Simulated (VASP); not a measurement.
Input of a VASP 6.6.1 run:

The input INCAR:

```
SYSTEM = Be3S5
  PREC = Accurate
  ENCUT = 600
  EDIFF = 1E-6
  ISMEAR = 0
  SIGMA = 0.2
  LREAL = .False.
  LASPH = .True.
  NELM = 120
  ALGO = Normal
  ISIF = 2
  LWAVE = .False.
  LCHARG = .False.
  GGA = PE
  NBANDS = 28
  GGA_COMPAT = .False.
```

KPOINTS

```
regular mesh
0
Gamma
  4 4 4
  0 0 0
```

POSCAR

```
Be3S5
1.0
    2.8592074210      1.6507641730      4.9429882378
   -2.8592074210      1.6507641730      4.9429882378
    0.0000000000     -3.3015283496      4.9429882366
Be S
3 5
Direct
    0.0000000000      0.0000000000      0.5000000000
    0.5000000000      0.0000000000      0.0000000000
    0.0000000000      0.5000000000      0.0000000000
    0.9027462130      0.9027462130      0.9027462130
    0.0972537870      0.0972537870      0.0972537870
    0.5000000000      0.5000000000      0.5000000000
    0.3390892993      0.3390892993      0.3390892993
    0.6609107007      0.6609107007      0.6609107007
```

Potentials or basis: VASP PAW PBE potentials, release 64 (Be, S).

Command:

```sh
$ cat potpaw_PBE.64/Be/POTCAR potpaw_PBE.64/S/POTCAR > POTCAR
$ mpirun -np 1 vasp_std > vasp.out
```

Task: Estimate the pressure.

Result: 0.1 GPa.

Task: Predict the band gap on the k mesh.

Result: Zero (band 18 reaches 3.90 eV, above the bottom of band 19 at 3.65 eV).

Stress tensor (GPa, compression positive):
```
 0.15  0.00  0.00
 0.00  0.15  0.00
 0.00  0.00 -0.02
```
